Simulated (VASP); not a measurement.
# AlN (Cc) in VASP: further runs, part 2 of 2

VASP 6.6.1. Earlier steps stand in the parts before.

## (5) Relaxation of the atoms, LDA (engineering shear strain xz -0.2000, normal strain along z -0.0133)

The input, INCAR:

```
SYSTEM = AlN
PREC = Accurate ; ENCUT = 520
EDIFF = 1E-6 ; ISMEAR = 0
SIGMA = 0.05 ; LREAL = .False.
LASPH = .True. ; NELM = 100
ALGO = Normal ; ISIF = 2
LWAVE = .False. ; LCHARG = .False.
IBRION = 2 ; NSW = 50
EDIFFG = -0.01
```

The input, KPOINTS:

```
regular mesh
0
Gamma
  9 9 6
  0 0 0
```

The input, POSCAR:

```
AlN
1.0
    3.0886152983      0.0000000000     -0.3088615298
   -1.5443076491      2.6748193108      0.1544307649
   -0.4943584266      0.0000000000      4.8778345953
Al N
2 2
Direct
    0.3333333333      0.6666666667      0.0015210172
    0.6666666667      0.3333333333      0.5015210172
    0.3333333333      0.6666666667      0.3834789828
    0.6666666667      0.3333333333      0.8834789828
```

Potentials or basis: VASP PAW LDA potentials, release 64 (Al, N).

Run with:

```console
cat potpaw_LDA.64/Al/POTCAR potpaw_LDA.64/N/POTCAR > POTCAR
mpirun -np 1 vasp_std > vasp.out
```

OUTCAR:

```text
SYSTEM = AlN
   PREC = Accurate
   ENCUT = 520
   EDIFF = 1E-6
   ISMEAR = 0
   LREAL = .False.
   LASPH = .True.
   NELM = 100
   ISIF = 2
   IBRION = 2
   NSW = 50
   EDIFFG = -0.01

 ion  position               nearest neighbor table
   1  0.333  0.667  0.002-   4 1.78   3 1.87   4 1.87   4 1.97   2 2.77   2 2.77   2 3.03   2 3.03
                             2 3.28   2 3.28
   2  0.667  0.333  0.502-   3 1.78   4 1.87   3 1.87   3 1.97   1 2.77   1 2.77   1 3.03   1 3.03
                             1 3.28   1 3.28
   3  0.333  0.667  0.383-   2 1.78   1 1.87   2 1.87   2 1.97
   4  0.667  0.333  0.883-   1 1.78   2 1.87   1 1.87   1 1.97

  LATTYP: Found a base centered monoclinic cell.
 ALAT       =     3.1040199589
 B/A-ratio  =     1.7234549688
 C/A-ratio  =     1.5795071430
 COS(beta)  =    -0.1993276042

  Lattice vectors:
[... 391 lines left out ...]
 cond. band min:      10.5728375358   @ k =   0.0000   0.0000   0.0000
 fundamental gap:      3.4920500550
 Fermi energy:         7.2858142721

 k-point     1 :       0.0000    0.0000    0.0000
  band No.  band energies     occupation
      1      -8.9186      2.00000
      2      -6.3579      2.00000
      3       0.2485      2.00000
      4       5.3719      2.00000
      5       5.5403      2.00000
      6       5.7442      2.00000
      7       6.1657      2.00000
      8       7.0808      2.00000
      9      10.5728      0.00000
     10      12.9921      0.00000
     11      16.3003      0.00000
     12      17.1028      0.00000
[... 331 lines left out ...]
 k-point    24 :       0.0000    0.4444    0.0000
  band No.  band energies     occupation
      1      -6.8952      2.00000
      2      -5.9037      2.00000
      3       0.9669      2.00000
      4       2.2078      2.00000
      5       2.7884      2.00000
      6       4.3692      2.00000
      7       4.3948      2.00000
      8       5.8742      2.00000
      9      12.1291      0.00000
     10      12.1694      0.00000
     11      13.6353      0.00000
     12      16.2762      0.00000

 [... further k-points ...]
[... 5 lines left out ...]
  --------------------------------------------------------------------------------------
  -------------------------------------------------------------------------------------
  Total       -1.1597225      1.0790474      3.1887608      0.0000000      0.0000000      5.7313393
  in kB      -46.5804067     43.3400817    128.0769941      0.0000000      0.0000000    230.1999939
  external PRESSURE =      41.6122230 kB  Pullay stress =       0.0000000 kB
[... 19 lines left out ...]
  FREE ENERGIE OF THE ION-ELECTRON SYSTEM (eV)
  ---------------------------------------------------
  free  energy   TOTEN  =       -32.2220476357 eV

  energy  without entropy=      -32.2220476357  energy(sigma->0) =      -32.22204764

 reached required accuracy - stopping structural energy minimisation
```

CONTCAR:

```text
AlN
   1.00000000000000
     3.0886152983000001    0.0000000000000000   -0.3088615298000000
    -1.5443076491000001    2.6748193107999998    0.1544307649000000
    -0.4943584266000000    0.0000000000000000    4.8778345953000004
  Al              N
     2     2
Direct
     0.3447192991232249    0.6653797814144443    0.0027009766952683
     0.6793395178087897    0.3346202185855556    0.5027009766952685
     0.3261643898776728    0.6763875967873688    0.3822990233047297
     0.6497767931903129    0.3236124032126312    0.8822990233047295

  0.00000000E+00  0.00000000E+00  0.00000000E+00
  0.00000000E+00  0.00000000E+00  0.00000000E+00
  0.00000000E+00  0.00000000E+00  0.00000000E+00
  0.00000000E+00  0.00000000E+00  0.00000000E+00
```

Run time: 2.7 min. Hardware: 1 thread of Intel Xeon Platinum 8488C (Sapphire Rapids), shared host; peak memory 0.18 GiB.

Results:

* Free energy: -32.2220 eV
* Energy gained by relaxing: 25.3 meV/atom
* Ionic steps: 11
* Pressure after relaxing: 4.2 GPa
* Largest force after relaxing: 0.007 eV/Å
* Band gap on the k mesh: 3.49 eV

Forces on the atoms (eV/Å):
```
Al   0.002  0.005  0.004
Al   0.002 -0.005  0.004
N   -0.002  0.005 -0.004
N   -0.002 -0.005 -0.004
```

Stress tensor (GPa, compression positive):
```
-4.66  0.00 23.02
 0.00  4.33  0.00
23.02  0.00 12.81
```

The path:
| step | energy change (eV) | largest force (eV/Å) | pressure (GPa) |
| --- | --- | --- | --- |
| 1 | 0.0000 | 1.4207 | 6.72 |
| 2 | -0.0433 | 0.9780 | 3.93 |
| 3 | -0.0970 | 0.2540 | 4.49 |
| 4 | -0.1002 | 0.0960 | 4.12 |
| 5 | -0.1003 | 0.0589 | 4.17 |
| 6 | -0.1007 | 0.0435 | 4.16 |
| 7 | -0.1011 | 0.0321 | 4.14 |
| 8 | -0.1011 | 0.0633 | 4.10 |
| 9 | -0.1012 | 0.0410 | 4.12 |
| 10 | -0.1013 | 0.0363 | 4.20 |
| 11 | -0.1014 | 0.0071 | 4.16 |

Final structure:
```yaml
crystal:
  lattice:
    - [3.08862, 0.00000, -0.30886]
    - [-1.54431, 2.67482, 0.15443]
    - [-0.49436, 0.00000, 4.87783]
  atoms:
    - { symbol: Al, position: [0.34472, 0.66538, 0.00270] }
    - { symbol: Al, position: [0.67934, 0.33462, 0.50270] }
    - { symbol: N, position: [0.32616, 0.67639, 0.38230] }
    - { symbol: N, position: [0.64978, 0.32361, 0.88230] }
```

Levels at points of the mesh, in eV from the valence-band top:
```csv
k point,band 5,band 6,band 7,band 8,band 9,band 10,band 11,band 12
"(0.00, 0.00, 0.00)",-1.54,-1.34,-0.92,0.00,3.49,5.91,9.22,10.02
"(0.00, 0.00, 0.50)",-1.59,-1.59,-0.97,-0.97,5.48,5.48,9.82,9.82
```

Caveat: the cell differs from its parent crystal (engineering shear strain xz -0.2000, normal strain along z -0.0133). A k mesh can miss the band edges.

## (6) Summary

| cell | gap on the mesh (eV) | pressure (GPa) | largest force (eV/Å) |
| --- | --- | --- | --- |
| atoms relaxed from a = 3.123, b = 3.097, c = 4.934 Å, angles 81.4, 107.2, 120.3°, 4 atoms | 2.71 | 5.3 | 0.01 |
| atoms relaxed from a = 3.104, b = 3.092, c = 4.837 Å, angles 84.2, 101.6, 120.1°, 4 atoms | 3.49 | 7.3 | - |
| atoms relaxed from a = 3.092, b = 3.090, c = 4.818 Å, angles 87.1, 95.8, 120.0°, 4 atoms | 4.17 | 6.5 | 0.01 |
| atoms relaxed from a = 3.104, b = 3.092, c = 4.903 Å, angles 84.3, 101.5, 120.1°, 4 atoms | 3.49 | 4.2 | 0.01 |

Alike in all rows: task relaxation of the atoms; level LDA; potentials or basis VASP PAW LDA potentials, release 64 (Al, N); no spin polarisation; k mesh 9 × 9 × 6; cutoff (eV) 520; smearing gaussian 0.05 eV.

Absolute energies hang on the potentials; compare differences alone.
